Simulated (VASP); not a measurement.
Here is a VASP 6.6.1 calculation.

Contents of INCAR:

```
  PREC = Accurate
  ENCUT = 520
  EDIFF = 1E-6
  ISMEAR = -1
  SIGMA = 0.08
  LREAL = False
  LASPH = True
  NELM = 150
  ALGO = Normal
  ISIF = 2
  LWAVE = False
  LCHARG = True
  ISPIN = 2
  MAGMOM = 2 2
  LORBIT = 11
  LMAXMIX = 4
  GGA = PE
  LELF = True
  LVHAR = True
  NBANDS = 20
```

The input KPOINTS:

```
Automatic mesh
0
Gamma
  15 15 8
```

File POSCAR:

```
Co
1.0
    2.2085412252      0.0000000000      0.0000000000
   -1.1042706126      1.9126528064      0.0000000000
    0.0000000000      0.0000000000      3.6078110103
Co
2
Direct
    0.6666666667      0.3333333333      0.2598610000
    0.3333333333      0.6666666667      0.7401390000
```

Potentials or basis: VASP PAW PBE potentials, release 64 (Co).

Run with:

```bash
$ cat potpaw_PBE.64/Co/POTCAR > POTCAR
$ mpirun -np 1 vasp_std > vasp.out
```

(1) What does it give for the site moments?

(2) Predict the net moment.

Answers

(1) Co +0.45 μB.

(2) 0.93 μB per cell.
